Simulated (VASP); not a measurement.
# Si (P6_3/mmc) in VASP: notebook

The runs below take Si through single point, with LDA.

Everything below comes from runs of VASP 6.6.1. Logs are shortened: lines on timing, memory, paths and dates and some standing lists are left out, and cuts for length are marked.

## (1) The cell of the first run

It takes space group P6_3/mmc (No. 194, hexagonal). Conventional cell: a = 3.909 Å, b = 3.909 Å, c = 5.949 Å, α = 90.00°, β = 90.00°, γ = 120.00°. Si (site symmetry 3m) has 4 Si at 2.28 to 2.36 Å within 3.0 Å.

This isn't the form of Si at room conditions, which is diamond.

## (2) Single point, LDA

The input, INCAR:

```
SYSTEM = Si
  PREC = Accurate
  ENCUT = 520
  EDIFF = 1E-6
  ISMEAR = 0
  SIGMA = 0.03
  LREAL = .False.
  LASPH = .True.
  NELM = 80
  ALGO = Normal
  ISIF = 2
  LWAVE = .False.
  LCHARG = .False.
  GGA = CA
  NBANDS = 16
```

The input, KPOINTS:

```
regular mesh
0
Gamma
  12 12 6
  0 0 0
```

The input, POSCAR:

```
Si
1.0
    3.9087888130      0.0000000000      0.0000000000
   -1.9543944065      3.3851104101      0.0000000000
    0.0000000000      0.0000000000      5.9487856945
Si
4
Direct
    0.3333333333      0.6666666667      0.0582655800
    0.6666666667      0.3333333333      0.5582655800
    0.3333333333      0.6666666667      0.4417344200
    0.6666666667      0.3333333333      0.9417344200
```

Potentials or basis: VASP PAW LDA potentials, release 64 (Si).

Run with:

```
$ cat potpaw_LDA.64/Si/POTCAR > POTCAR
$ mpirun -np 1 vasp_std > vasp.out
```

OUTCAR:

```text
SYSTEM = Si
   PREC = Accurate
   ENCUT = 520
   EDIFF = 1E-6
   ISMEAR = 0
   LREAL = .False.
   LASPH = .True.
   NELM = 80
   ISIF = 2
   GGA = CA

 ion  position               nearest neighbor table
   1  0.333  0.667  0.058-   3 2.28   4 2.36   4 2.36   4 2.36
   2  0.667  0.333  0.558-   4 2.28   3 2.36   3 2.36   3 2.36
   3  0.333  0.667  0.442-   1 2.28   2 2.36   2 2.36   2 2.36
   4  0.667  0.333  0.942-   2 2.28   1 2.36   1 2.36   1 2.36

  LATTYP: Found a hexagonal cell.
 ALAT       =     3.9087888130
 C/A-ratio  =     1.5219000000

  Lattice vectors:

 A1 = (   3.9087888130,   0.0000000000,   0.0000000000)
 A2 = (  -1.9543944065,   3.3851104101,   0.0000000000)
 A3 = (   0.0000000000,   0.0000000000,   5.9487856945)

Analysis of symmetry for initial positions (statically):
=====================================================================
 Subroutine PRICEL returns:
 Original cell was already a primitive cell.

 Routine SETGRP: Setting up the symmetry group for a
 hexagonal supercell.

 Subroutine GETGRP returns: Found 24 space group operations
 (whereof 12 operations were pure point group operations)
 out of a pool of 24 trial point group operations.

The static configuration has the point symmetry D_3d.
 The point group associated with its full space group is D_6h.

Analysis of symmetry for dynamics (positions and initial velocities):
=====================================================================
 Subroutine PRICEL returns:
 Original cell was already a primitive cell.

 Routine SETGRP: Setting up the symmetry group for a
 hexagonal supercell.

 Subroutine GETGRP returns: Found 24 space group operations
 (whereof 12 operations were pure point group operations)
 out of a pool of 24 trial point group operations.

The dynamic configuration has the point symmetry D_3d.
 The point group associated with its full space group is D_6h.

 Subroutine INISYM returns: Found 24 space group operations
 (whereof 12 operations are pure point group operations),
 and found     1 'primitive' translations

----------------------------------------------------------------------------------------

                                     Primitive cell

  volume of cell :      78.7124

  direct lattice vectors                    reciprocal lattice vectors
     3.908788813  0.000000000  0.000000000     0.255833724  0.147705670  0.000000000
    -1.954394407  3.385110410  0.000000000     0.000000000  0.295411339  0.000000000
     0.000000000  0.000000000  5.948785694     0.000000000  0.000000000  0.168101534

  length of vectors
     3.908788813  3.908788813  5.948785694     0.295411339  0.295411339  0.168101534

  position of ions in fractional coordinates (direct lattice)
     0.333333333  0.666666667  0.058265580
     0.666666667  0.333333333  0.558265580
     0.333333333  0.666666667  0.441734420
     0.666666667  0.333333333  0.941734420

  ion indices of the primitive-cell ions
   primitive index   ion index
                 1           1
                 2           2
                 3           3
                 4           4

----------------------------------------------------------------------------------------

 KPOINTS: regular mesh

Automatic generation of k-mesh.
 Grid dimensions read from file:
 generate k-points for:   12   12    6

 Generating k-lattice:

  Cartesian coordinates                     Fractional coordinates (reciprocal lattice)
     0.021319477  0.012308806  0.000000000     0.083333333  0.000000000  0.000000000
     0.000000000  0.024617612  0.000000000     0.000000000  0.083333333  0.000000000
     0.000000000  0.000000000  0.028016922     0.000000000  0.000000000  0.166666667

  Length of vectors
     0.024617612  0.024617612  0.028016922

  Shift w.r.t. Gamma in fractional coordinates (k-lattice)
     0.000000000  0.000000000  0.000000000

 Subroutine IBZKPT returns following result:
 ===========================================

 Found     76 irreducible k-points:

 Following reciprocal coordinates:
            Coordinates               Weight
  0.000000  0.000000  0.000000      1.000000
  0.083333  0.000000  0.000000      6.000000
  0.166667  0.000000  0.000000      6.000000
  0.250000  0.000000  0.000000      6.000000
  0.333333  0.000000  0.000000      6.000000
  0.416667  0.000000  0.000000      6.000000
[... 16 lines left out ...]
  0.250000  0.000000  0.166667     12.000000
  0.333333  0.000000  0.166667     12.000000
 [... further k-points ...]
   k-points           NKPTS =     76   k-points in BZ     NKDIM =     76   number of bands    NBANDS=     16
   number of dos      NEDOS =    301   number of ions     NIONS =      4
   total plane-waves  NPLWV =  43200
   dimension x,y,z NGX =    30 NGY =   30 NGZ =   48
   dimension x,y,z NGXF=    60 NGYF=   60 NGZF=   96
   ions per type =               4
   NGX,Y,Z   is equivalent  to a cutoff of  12.76, 12.76, 13.41 a.u.
   NGXF,Y,Z  is equivalent  to a cutoff of  25.52, 25.52, 26.83 a.u.
 SYSTEM =  Si
   PREC   = accura    normal or accurate (medium, high low for compatibility)
   ISTART =      0    job   : 0-new  1-cont  2-samecut
   ICHARG =      2    charge: 1-file 2-atom 10-const
   ISPIN  =      1    spin polarized calculation?
   LNONCOLLINEAR =      F non collinear calculations
   LSORBIT =      F    spin-orbit coupling
   LASPH  =      T    aspherical Exc in radial PAW
   ENCUT  =  520.0 eV  38.22 Ry    6.18 a.u.   7.27  7.27 11.06*2*pi/ulx,y,z
   NELM   =     80;   NELMIN=  2; NELMDL= -5     # of ELM steps
   EDIFF  = 0.1E-05   stopping-criterion for ELM
   LREAL  =      F    real-space projection
   EDIFFG = 0.1E-04   stopping-criterion for IOM
   NSW    =      0    number of steps for IOM
   IBRION =     -1    ionic relax: 0-MD 1-quasi-New 2-CG
   NFREE  =      0    steps in history (QN), initial steepest desc. (CG)
   ISIF   =      2    stress and relaxation
   ISYM   =      2    0-nonsym 1-usesym 2-fastsym
   POTIM  = 0.5000    time-step for ionic-motion
   TEBEG  =    0.0;   TEEND  =   0.0 temperature during run
   PSTRESS=    0.0 pullay stress
   NELECT =      16.0000    total number of electrons
   NUPDOWN=      -1.0000    fix difference up-down
   EMIN   =  10.00;   EMAX   =-10.00  energy-range for DOS
   EFERMI =   0.00;   METHOD = LEGACY
   ISMEAR =     0;   SIGMA  =   0.03  broadening in eV -4-tet -1-fermi 0-gaus
   EFERMI_NEDOS =   21; number of points for ismear=-14 and -15
   IALGO  =     38    algorithm
   IMIX   =      4    mixing-type and parameters
     AMIX     =   0.40;   BMIX     =  1.00
     AMIX_MAG =   1.60;   BMIX_MAG =  1.00
  volume/ion in A,a.u.               =      19.68       132.79
  Fermi-wavevector in a.u.,A,eV,Ry     =   0.962573  1.818999 12.606436  0.926547
  Thomas-Fermi vector in A             =   2.092044
   LORBIT       =      0    0 simple, 1 ext, 2 COOP (PROOUT), +10 PAW based schemes
   GGA     = CA    functional components
   LHFCALC =     F    Hartree Fock is set to
   AEXX    =    0.0000 exact exchange contribution
   IVDW    =     0    specifies the selected vdW correction
   LEPSILON=     F    determine dielectric tensor
   LRPA    =     F    only Hartree local field effects (RPA)
 non-spin polarized calculation
 Gauss-broadening in eV      SIGMA  =   0.03
  energy-cutoff  :      520.00
  volume of cell :       78.71
 maximum number of plane-waves:      2144
 NGX is ok and might be reduce to    30

 number of electron      16.0000000 magnetization

 Free energy of the ion-electron system (eV)
  ---------------------------------------------------
  ext. energy  EPLUGINS =         0.00000000
  ---------------------------------------------------
  free energy    TOTEN  =       -23.59699584 eV

  energy without entropy =      -23.59697364  energy(sigma->0) =      -23.59698474

 E-fermi :   6.0849     XC(G=0):  -9.6619

 val. band max:        6.0455459545   @ k =   0.5000   0.0000   0.0000
 cond. band min:       6.1252909712   @ k =   0.0000   0.0000   0.0000
 fundamental gap:      0.0797450166
 Fermi energy:         6.0849289917

 k-point     1 :       0.0000    0.0000    0.0000
  band No.  band energies     occupation
      1      -6.1551      2.00000
      2      -3.3061      2.00000
      3      -1.0376      2.00000
      4       4.1827      2.00000
      5       4.1827      2.00000
      6       6.1253      0.05708
[... 8 lines left out ...]
     15      10.3518      0.00000
     16      11.7447      0.00000

 k-point     2 :       0.0833    0.0000    0.0000
  band No.  band energies     occupation
      1      -6.0782      2.00000
      2      -3.2277      2.00000
      3      -1.0045      2.00000
      4       3.4779      2.00000
      5       4.0271      2.00000
      6       5.5300      2.00000
[... 8 lines left out ...]
     15      10.6413      0.00000
     16      11.3272      0.00000

 k-point     3 :       0.1667    0.0000    0.0000
  band No.  band energies     occupation
      1      -5.8496      2.00000
      2      -2.9942      2.00000
      3      -0.9395      2.00000
      4       2.3536      2.00000
      5       3.6779      2.00000
      6       4.3643      2.00000
[... 8 lines left out ...]
     15      11.4148      0.00000
     16      11.4440      0.00000

 k-point     4 :       0.2500    0.0000    0.0000
  band No.  band energies     occupation
      1      -5.4767      2.00000
      2      -2.6120      2.00000
      3      -0.9934      2.00000
      4       1.4528      2.00000
      5       3.1221      2.00000
      6       3.3059      2.00000
[... 8 lines left out ...]
     15      11.7052      0.00000
     16      12.5174      0.00000
[... 324 lines left out ...]
 k-point    22 :       0.1667    0.0000    0.1667
  band No.  band energies     occupation
      1      -5.7453      2.00000
      2      -3.4689      2.00000
      3      -0.3208      2.00000
      4       2.4889      2.00000
      5       3.7651      2.00000
      6       3.8737      2.00000
[... 8 lines left out ...]
     15      11.1742      0.00000
     16      11.7702      0.00000

 k-point    23 :       0.2500    0.0000    0.1667
  band No.  band energies     occupation
      1      -5.3732      2.00000
      2      -3.1073      2.00000
      3      -0.4595      2.00000
      4       1.6911      2.00000
      5       2.6779      2.00000
      6       3.3943      2.00000
[... 8 lines left out ...]
     15      11.8790      0.00000
     16      12.2800      0.00000

 k-point    24 :       0.3333    0.0000    0.1667
  band No.  band energies     occupation
      1      -4.8778      2.00000
      2      -2.6534      2.00000
      3      -1.0044      2.00000
      4       1.4751      2.00000
      5       1.5913      2.00000
      6       3.0930      2.00000
[... 8 lines left out ...]
     15      12.7501      0.00000
     16      13.1727      0.00000

 [... further k-points ...]

------------------------ aborting loop because EDIFF is reached ----------------------------------------

  FORCE on cell =-STRESS in cart. coord.  units (eV):
  Direction    XX          YY          ZZ          XY          YZ          ZX
  --------------------------------------------------------------------------------------
  -------------------------------------------------------------------------------------
  Total       -2.3996727     -2.3996727      5.4913645      0.0000000      0.0000000     -0.0000000
  in kB      -48.8448997    -48.8448997    111.7757214      0.0000000      0.0000000     -0.0000000
  external PRESSURE =       4.6953073 kB  Pullay stress =       0.0000000 kB

 VOLUME and BASIS-vectors are now :
 -----------------------------------------------------------------------------
  energy-cutoff  :      520.00
  volume of cell :       78.71
      direct lattice vectors                 reciprocal lattice vectors
     3.908788813  0.000000000  0.000000000     0.255833724  0.147705670  0.000000000
    -1.954394407  3.385110410  0.000000000     0.000000000  0.295411339  0.000000000
     0.000000000  0.000000000  5.948785694     0.000000000  0.000000000  0.168101534

 POSITION                                       TOTAL-FORCE (eV/Angst)
 -----------------------------------------------------------------------------------
     -0.00000      2.25674      0.34661         0.000000     -0.000000     -0.262642
      1.95439      1.12837      3.32100        -0.000000      0.000000     -0.262642
     -0.00000      2.25674      2.62778         0.000000      0.000000      0.262642
      1.95439      1.12837      5.60218        -0.000000     -0.000000      0.262642
 -----------------------------------------------------------------------------------
    total drift:                               -0.000000      0.000000     -0.000000

  FREE ENERGIE OF THE ION-ELECTRON SYSTEM (eV)
  ---------------------------------------------------
  free  energy   TOTEN  =       -23.5969958429 eV

  energy  without entropy=      -23.5969736434  energy(sigma->0) =      -23.59698474
```

It took 66 s on 1 thread of Intel Xeon Platinum 8488C (Sapphire Rapids), shared host; peak memory 0.19 GiB.

Results:

* Free energy: -23.5970 eV
* Pressure: 0.5 GPa
* Largest force: 0.263 eV/Å
* Band gap on the k mesh: zero (bands 8 and 9 overlap by 0.16 eV)

Forces in eV/Å, atoms in the order of the input:
```
Si   0.000  0.000 -0.263
Si   0.000  0.000 -0.263
Si   0.000  0.000  0.263
Si   0.000  0.000  0.263
```

Stress tensor (GPa, compression positive):
```
-4.88  0.00  0.00
 0.00 -4.88  0.00
 0.00  0.00 11.18
```

Caveat: semilocal functionals underestimate gaps, so a narrow gap can read as zero.

## (3) Single point, LDA

This run uses another cell than the first one, of the same volume but with other edges.

The input, INCAR:

```
SYSTEM = Si
PREC = Accurate
ENCUT = 520
EDIFF = 1E-7
ISMEAR = 0
SIGMA = 0.03
LREAL = .False.
LASPH = .True.
NELM = 60
ALGO = Normal
ISIF = 2
LWAVE = .False.
LCHARG = .False.
NBANDS = 16
```

KPOINTS is that of step 2.

The input, POSCAR:

```
Si
1.0
    3.6181519190      0.0000000000      0.0000000000
   -1.8090759595      3.1334114766      0.0000000000
    0.0000000000      0.0000000000      6.9428717174
Si
4
Direct
    0.3333333333      0.6666666667      0.0391837161
    0.6666666667      0.3333333333      0.5391837161
    0.3333333333      0.6666666667      0.4608162839
    0.6666666667      0.3333333333      0.9608162839
```

Potentials or basis: VASP PAW LDA potentials, release 64 (Si).

Run with:

```
$ cat potpaw_LDA.64/Si/POTCAR > POTCAR
$ mpirun -np 1 vasp_std > vasp.out
```

Wall time 62 s (1 thread of Intel Xeon Platinum 8488C (Sapphire Rapids), shared host); peak memory 0.2 GiB.

Results (log left out):

```
Free energy            : -21.7879 eV
Pressure               : 12.7 GPa
Largest force          : 2.369 eV/Å
Band gap on the k mesh : 0.10 eV (least direct gap 0.18 eV)
```

Forces in eV/Å, atoms in the order of the input:
```
Si   0.000  0.000  2.369
Si   0.000  0.000  2.369
Si   0.000  0.000 -2.369
Si   0.000  0.000 -2.369
```

Stress tensor (GPa, compression positive):
```
23.55  0.00  0.00
 0.00 23.55  0.00
 0.00  0.00 -9.00
```

Levels at points of the mesh, in eV from the valence-band top:
| k point | band 5 | band 6 | band 7 | band 8 | band 9 | band 10 | band 11 | band 12 |
| --- | --- | --- | --- | --- | --- | --- | --- | --- |
| (0.00, 0.00, 0.00) | -1.50 | -0.91 | -0.91 | -0.79 | 0.75 | 2.36 | 2.54 | 2.54 |
| (0.50, 0.00, 0.00) | -3.79 | -3.24 | -2.55 | -2.08 | 0.40 | 1.58 | 1.59 | 3.37 |
| (0.00, 0.00, 0.50) | -1.23 | -1.23 | -1.23 | -1.23 | 2.78 | 2.78 | 2.94 | 2.94 |
| (0.50, 0.00, 0.50) | -2.93 | -2.93 | -2.16 | -2.16 | 0.40 | 0.40 | 0.90 | 0.90 |

Caveat: the cell stands under pressure; forces of over 1 eV/Å act on the atoms, so gaps and moduli don't describe the material at rest. A k mesh can miss the band edges.
